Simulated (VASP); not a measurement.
# PtS2 (P-3m1) in VASP: notebook

Runs on PtS2. Level: PBE. Tasks: single point.

Program: VASP 6.6.1. These are calculated values, not measurements. Logs are shortened: lines on timing, memory, paths and dates and some standing lists are left out, and cuts for length are marked.

## Step 1: The cell of the first run

The structure is trigonal, space group P-3m1 (No. 164). The conventional cell has a = 3.899 Å, b = 3.899 Å, c = 5.904 Å, α = 90.00°, β = 90.00°, γ = 120.00°. Within 3.3 Å of Pt (site symmetry -3m) lie 6 S at 2.49 Å. Within 3.3 Å of S (site symmetry 3m) lie 3 Pt at 2.49 Å and 3 S at 3.08 Å.

## Step 2: Single point, PBE (25.91 Å³/atom)

INCAR reads:

```
SYSTEM = PtS2
  PREC = Accurate
  ENCUT = 520
  EDIFF = 1E-7
  ISMEAR = 0
  SIGMA = 0.05
  LREAL = .FALSE.
  LASPH = .TRUE.
  NELM = 60
  ALGO = Normal
  ISIF = 2
  LWAVE = .FALSE.
  LCHARG = .FALSE.
  GGA = PE
  NBANDS = 18
```

KPOINTS reads:

```
Automatic mesh
0
G
  12 12 6
  0 0 0
```

POSCAR reads:

```
PtS2
1.0
    3.8990451543      0.0000000000      0.0000000000
   -1.9495225771      3.3766721541      0.0000000000
    0.0000000000      0.0000000000      5.9039341726
Pt S
1 2
Direct
    0.0000000000      0.0000000000      0.0000000000
    0.3333333333      0.6666666667      0.1785697330
    0.6666666667      0.3333333333      0.8214302670
```

Potentials or basis: VASP PAW PBE potentials, release 64 (Pt, S).

Run with:

```sh
$ cat potpaw_PBE.64/Pt/POTCAR potpaw_PBE.64/S/POTCAR > POTCAR
$ mpirun -np 1 vasp_std > vasp.out
```

OUTCAR:

```text
SYSTEM = PtS2
   PREC = Accurate
   ENCUT = 520
   EDIFF = 1E-7
   ISMEAR = 0
   LREAL = .FALSE.
   LASPH = .TRUE.
   NELM = 60
   ISIF = 2
   GGA = PE

 ion  position               nearest neighbor table
   1  0.000  0.000  0.000-   2 2.49   3 2.49   2 2.49   3 2.49   3 2.49   2 2.49
   2  0.333  0.667  0.179-   1 2.49   1 2.49   1 2.49
   3  0.667  0.333  0.821-   1 2.49   1 2.49   1 2.49

  LATTYP: Found a hexagonal cell.
 ALAT       =     3.8990451543
 C/A-ratio  =     1.5142000000

  Lattice vectors:

 A1 = (   3.8990451543,   0.0000000000,   0.0000000000)
 A2 = (  -1.9495225771,   3.3766721541,   0.0000000000)
 A3 = (   0.0000000000,   0.0000000000,   5.9039341726)

Analysis of symmetry for initial positions (statically):
=====================================================================
 Subroutine PRICEL returns:
 Original cell was already a primitive cell.

 Routine SETGRP: Setting up the symmetry group for a
 hexagonal supercell.

 Subroutine GETGRP returns: Found 12 space group operations
 (whereof 12 operations were pure point group operations)
 out of a pool of 24 trial point group operations.

The static configuration has the point symmetry D_3d.

Analysis of symmetry for dynamics (positions and initial velocities):
=====================================================================
 Subroutine PRICEL returns:
 Original cell was already a primitive cell.

 Routine SETGRP: Setting up the symmetry group for a
 hexagonal supercell.

 Subroutine GETGRP returns: Found 12 space group operations
 (whereof 12 operations were pure point group operations)
 out of a pool of 24 trial point group operations.

The dynamic configuration has the point symmetry D_3d.

 Subroutine INISYM returns: Found 12 space group operations
 (whereof 12 operations are pure point group operations),
 and found     1 'primitive' translations

----------------------------------------------------------------------------------------

                                     Primitive cell

  volume of cell :      77.7300

  direct lattice vectors                    reciprocal lattice vectors
     3.899045154  0.000000000  0.000000000     0.256473049  0.148074784  0.000000000
    -1.949522577  3.376672154  0.000000000     0.000000000  0.296149568  0.000000000
     0.000000000  0.000000000  5.903934173     0.000000000  0.000000000  0.169378582

  length of vectors
     3.899045154  3.899045154  5.903934173     0.296149568  0.296149568  0.169378582

  position of ions in fractional coordinates (direct lattice)
     0.000000000  0.000000000  0.000000000
     0.333333333  0.666666667  0.178569733
     0.666666667  0.333333333  0.821430267

  ion indices of the primitive-cell ions
   primitive index   ion index
                 1           1
                 2           2
                 3           3

----------------------------------------------------------------------------------------

 KPOINTS: Automatic mesh

Automatic generation of k-mesh.
 Grid dimensions read from file:
 generate k-points for:   12   12    6

 Generating k-lattice:

  Cartesian coordinates                     Fractional coordinates (reciprocal lattice)
     0.021372754  0.012339565  0.000000000     0.083333333  0.000000000  0.000000000
     0.000000000  0.024679131  0.000000000     0.000000000  0.083333333  0.000000000
     0.000000000  0.000000000  0.028229764     0.000000000  0.000000000  0.166666667

  Length of vectors
     0.024679131  0.024679131  0.028229764

  Shift w.r.t. Gamma in fractional coordinates (k-lattice)
     0.000000000  0.000000000  0.000000000

 Subroutine IBZKPT returns following result:
 ===========================================

 Found    100 irreducible k-points:

 Following reciprocal coordinates:
            Coordinates               Weight
  0.000000  0.000000  0.000000      1.000000
  0.083333 -0.000000  0.000000      6.000000
  0.166667  0.000000  0.000000      6.000000
  0.250000 -0.000000  0.000000      6.000000
  0.333333  0.000000  0.000000      6.000000
  0.416667 -0.000000  0.000000      6.000000
[... 16 lines left out ...]
  0.166667  0.000000  0.166667      6.000000
  0.000000  0.166667  0.166667      6.000000
 [... further k-points ...]
   k-points           NKPTS =    100   k-points in BZ     NKDIM =    100   number of bands    NBANDS=     18
   number of dos      NEDOS =    301   number of ions     NIONS =      3
   total plane-waves  NPLWV =  43200
   dimension x,y,z NGX =    30 NGY =   30 NGZ =   48
   dimension x,y,z NGXF=    60 NGYF=   60 NGZF=   96
   ions per type =               1   2
   NGX,Y,Z   is equivalent  to a cutoff of  12.79, 12.79, 13.52 a.u.
   NGXF,Y,Z  is equivalent  to a cutoff of  25.58, 25.58, 27.03 a.u.
 SYSTEM =  PtS2
   PREC   = accura    normal or accurate (medium, high low for compatibility)
   ISTART =      0    job   : 0-new  1-cont  2-samecut
   ICHARG =      2    charge: 1-file 2-atom 10-const
   ISPIN  =      1    spin polarized calculation?
   LNONCOLLINEAR =      F non collinear calculations
   LSORBIT =      F    spin-orbit coupling
   LASPH  =      T    aspherical Exc in radial PAW
   ENCUT  =  520.0 eV  38.22 Ry    6.18 a.u.   7.25  7.25 10.98*2*pi/ulx,y,z
   NELM   =     60;   NELMIN=  2; NELMDL= -5     # of ELM steps
   EDIFF  = 0.1E-06   stopping-criterion for ELM
   LREAL  =      F    real-space projection
   EDIFFG = 0.1E-05   stopping-criterion for IOM
   NSW    =      0    number of steps for IOM
   IBRION =     -1    ionic relax: 0-MD 1-quasi-New 2-CG
   NFREE  =      0    steps in history (QN), initial steepest desc. (CG)
   ISIF   =      2    stress and relaxation
   ISYM   =      2    0-nonsym 1-usesym 2-fastsym
   POTIM  = 0.5000    time-step for ionic-motion
   TEBEG  =    0.0;   TEEND  =   0.0 temperature during run
   PSTRESS=    0.0 pullay stress
   NELECT =      22.0000    total number of electrons
   NUPDOWN=      -1.0000    fix difference up-down
   EMIN   =  10.00;   EMAX   =-10.00  energy-range for DOS
   EFERMI =   0.00;   METHOD = LEGACY
   ISMEAR =     0;   SIGMA  =   0.05  broadening in eV -4-tet -1-fermi 0-gaus
   EFERMI_NEDOS =   21; number of points for ismear=-14 and -15
   IALGO  =     38    algorithm
   IMIX   =      4    mixing-type and parameters
     AMIX     =   0.40;   BMIX     =  1.00
     AMIX_MAG =   1.60;   BMIX_MAG =  1.00
  volume/ion in A,a.u.               =      25.91       174.85
  Fermi-wavevector in a.u.,A,eV,Ry     =   1.074862  2.031195 15.719205  1.155329
  Thomas-Fermi vector in A             =   2.210703
   LORBIT       =      0    0 simple, 1 ext, 2 COOP (PROOUT), +10 PAW based schemes
   GGA     = PE    functional components
   LHFCALC =     F    Hartree Fock is set to
   AEXX    =    0.0000 exact exchange contribution
   IVDW    =     0    specifies the selected vdW correction
   LEPSILON=     F    determine dielectric tensor
   LRPA    =     F    only Hartree local field effects (RPA)
 non-spin polarized calculation
 Gauss-broadening in eV      SIGMA  =   0.05
  energy-cutoff  :      520.00
  volume of cell :       77.73
 maximum number of plane-waves:      2122
 NGX is ok and might be reduce to    30
   NGX = 15   NGY = 15   NGZ = 21

 number of electron      21.9999998 magnetization

 Free energy of the ion-electron system (eV)
  ---------------------------------------------------
  ext. energy  EPLUGINS =         0.00000000
  ---------------------------------------------------
  free energy    TOTEN  =       -14.91666219 eV

  energy without entropy =      -14.91666219  energy(sigma->0) =      -14.91666219

 E-fermi :   2.9160     XC(G=0):  -8.6104

 val. band max:        2.6719355411   @ k =   0.1667   0.0833   0.0000
 cond. band min:       3.4915110483   @ k =  -0.0833   0.3333   0.3333
 fundamental gap:      0.8195755071
 Fermi energy:         2.9159591730

 k-point     1 :       0.0000    0.0000    0.0000
  band No.  band energies     occupation
      1     -11.3147      2.00000
      2      -8.8497      2.00000
      3      -3.1172      2.00000
      4      -3.1172      2.00000
      5      -2.0132      2.00000
      6      -0.2285      2.00000
[... 10 lines left out ...]
     17      10.1831      0.00000
     18      11.1406      0.00000

 k-point     2 :       0.0833   -0.0000    0.0000
  band No.  band energies     occupation
      1     -11.2487      2.00000
      2      -8.8929      2.00000
      3      -3.0633      2.00000
      4      -3.0483      2.00000
      5      -1.9679      2.00000
      6      -0.3438      2.00000
[... 10 lines left out ...]
     17      10.4325      0.00000
     18      11.6864      0.00000

 k-point     3 :       0.1667    0.0000    0.0000
  band No.  band energies     occupation
      1     -11.0584      2.00000
      2      -9.0100      2.00000
      3      -2.9087      2.00000
      4      -2.8603      2.00000
      5      -1.8681      2.00000
      6      -0.6873      2.00000
[... 10 lines left out ...]
     17      11.0794      0.00000
     18      12.3237      0.00000

 k-point     4 :       0.2500   -0.0000    0.0000
  band No.  band energies     occupation
      1     -10.7677      2.00000
      2      -9.1722      2.00000
      3      -2.6775      2.00000
      4      -2.6459      2.00000
      5      -1.8949      2.00000
      6      -0.9826      2.00000
[... 375 lines left out ...]
      4      -3.0524      2.00000
      5      -1.8943      2.00000
      6      -0.3457      2.00000
[... 10 lines left out ...]
     17      10.4397      0.00000
     18      11.2657      0.00000

 k-point    23 :       0.1667    0.0000    0.1667
  band No.  band energies     occupation
      1     -11.0496      2.00000
      2      -9.0281      2.00000
      3      -2.9061      2.00000
      4      -2.8727      2.00000
      5      -1.8067      2.00000
      6      -0.6817      2.00000
[... 10 lines left out ...]
     17      10.9836      0.00000
     18      11.8817      0.00000

 k-point    24 :       0.0000    0.1667    0.1667
  band No.  band energies     occupation
      1     -11.0502      2.00000
      2      -9.0262      2.00000
      3      -2.9102      2.00000
      4      -2.8812      2.00000
      5      -1.8069      2.00000
      6      -0.6828      2.00000
[... 10 lines left out ...]
     17      11.1327      0.00000
     18      11.7257      0.00000

 [... further k-points ...]

------------------------ aborting loop because EDIFF is reached ----------------------------------------

  FORCE on cell =-STRESS in cart. coord.  units (eV):
  Direction    XX          YY          ZZ          XY          YZ          ZX
  --------------------------------------------------------------------------------------
  -------------------------------------------------------------------------------------
  Total       -6.0812901     -6.0812901     -0.1224057     -0.0000000      0.0000000      0.0000000
  in kB     -125.3480659   -125.3480659     -2.5230370     -0.0000000      0.0000000      0.0000000
  external PRESSURE =     -84.4063896 kB  Pullay stress =       0.0000000 kB

 VOLUME and BASIS-vectors are now :
 -----------------------------------------------------------------------------
  energy-cutoff  :      520.00
  volume of cell :       77.73
      direct lattice vectors                 reciprocal lattice vectors
     3.899045154  0.000000000  0.000000000     0.256473049  0.148074784  0.000000000
    -1.949522577  3.376672154  0.000000000     0.000000000  0.296149568  0.000000000
     0.000000000  0.000000000  5.903934173     0.000000000  0.000000000  0.169378582

 POSITION                                       TOTAL-FORCE (eV/Angst)
 -----------------------------------------------------------------------------------
      0.00000      0.00000      0.00000        -0.000000      0.000000     -0.000000
     -0.00000      2.25111      1.05426        -0.000000     -0.000000     -0.019492
      1.94952      1.12556      4.84967         0.000000      0.000000      0.019492
 -----------------------------------------------------------------------------------
    total drift:                                0.000000      0.000000     -0.000000

  FREE ENERGIE OF THE ION-ELECTRON SYSTEM (eV)
  ---------------------------------------------------
  free  energy   TOTEN  =       -14.9166621871 eV

  energy  without entropy=      -14.9166621871  energy(sigma->0) =      -14.91666219
```

Run time: 94 s. Hardware: 1 thread of AMD EPYC 7R13 (Zen 3), shared host; peak memory 0.26 GiB.

Results:

| Item | Value |
| --- | --- |
| Free energy | -14.9167 eV |
| Pressure | -8.4 GPa |
| Largest force | 0.019 eV/Å |
| Band gap on the k mesh | 0.82 eV (least direct gap 0.83 eV) |

Forces on the atoms (eV/Å):
```
Pt   0.000  0.000  0.000
S    0.000  0.000 -0.019
S    0.000  0.000  0.019
```

Stress tensor (GPa, compression positive):
```
-12.53   0.00   0.00
  0.00 -12.53   0.00
  0.00   0.00  -0.25
```

Caveat: the stress differs along the axes, from -13 to -0 GPa; spin-orbit coupling is left out, which moves the levels of the heavy elements; this functional lacks dispersion, which binds layers or chains, so the pressure and a relaxed spacing across them are unreliable.

## Step 3: Single point, PBE (25.91 Å³/atom)

INCAR reads:

```
SYSTEM = PtS2
PREC     = Accurate       ! precision mode
ENCUT    = 520            ! plane-wave cutoff, eV
EDIFF    = 1E-7           ! SCF threshold, eV
ISMEAR   = 0              ! smearing method
SIGMA    = 0.05           ! smearing width, eV
LREAL    = .FALSE.        ! projectors in reciprocal space
LASPH    = .TRUE.         ! aspherical terms in the spheres
NELM     = 100            ! most SCF steps
ALGO     = Normal         ! electronic algorithm
ISIF     = 2              ! what is computed and relaxed
LWAVE    = .FALSE.        ! write WAVECAR
LCHARG   = .FALSE.        ! write CHGCAR
GGA      = PE             ! functional
NBANDS   = 18             ! bands
```

KPOINTS is that of step 2.

POSCAR reads:

```
PtS2
1.0
    3.6695510920      0.0000000000      0.0000000000
   -1.8347755460      3.1779244662      0.0000000000
    0.0000000000      0.0000000000      6.6654911830
Pt S
1 2
Direct
    0.0000000000      0.0000000000      0.0000000000
    0.3333333333      0.6666666667      0.1766018552
    0.6666666667      0.3333333333      0.8233981448
```

Potentials or basis: VASP PAW PBE potentials, release 64 (Pt, S).

Run with:

```sh
$ cat potpaw_PBE.64/Pt/POTCAR potpaw_PBE.64/S/POTCAR > POTCAR
$ mpirun -np 1 vasp_std > vasp.out
```

It took 97 s on 1 thread of AMD EPYC 7R13 (Zen 3), shared host; peak memory 0.25 GiB.

The run converged. Its results:

| Quantity | Value |
| --- | --- |
| Free energy | -15.4107 eV |
| Pressure | -3.0 GPa |
| Largest force | 0.032 eV/Å |
| Band gap on the k mesh | 1.38 eV (least direct gap 1.48 eV) |

Forces in eV/Å, atoms in the order of the input:
```
Pt   0.000  0.000  0.000
S    0.000  0.000 -0.032
S    0.000  0.000  0.032
```

Stress tensor (GPa, compression positive):
```
-4.37  0.00  0.00
 0.00 -4.37  0.00
 0.00  0.00 -0.27
```

Levels at points of the mesh, in eV from the valence-band top:
```
           k point  band 9  band 10  band 11  band 12  band 13  band 14
(0.00, 0.00, 0.00)   -0.56    -0.56    -0.44     2.90     2.90     4.99
(0.50, 0.00, 0.00)   -2.30    -1.75    -1.43     2.34     2.76     5.43
(0.00, 0.00, 0.50)   -0.73    -0.56    -0.56     2.93     2.93     5.77
(0.50, 0.00, 0.50)   -2.30    -1.80    -1.24     2.39     2.71     5.34
```

Caveat: the cell stands under tension; spin-orbit coupling is left out, which moves the levels of the heavy elements; this functional lacks dispersion, which binds layers or chains, so the pressure and a relaxed spacing across them are unreliable. A hybrid or GW would open this gap; PBE tends to underestimate it.

(Continued in part 2 of 2.)
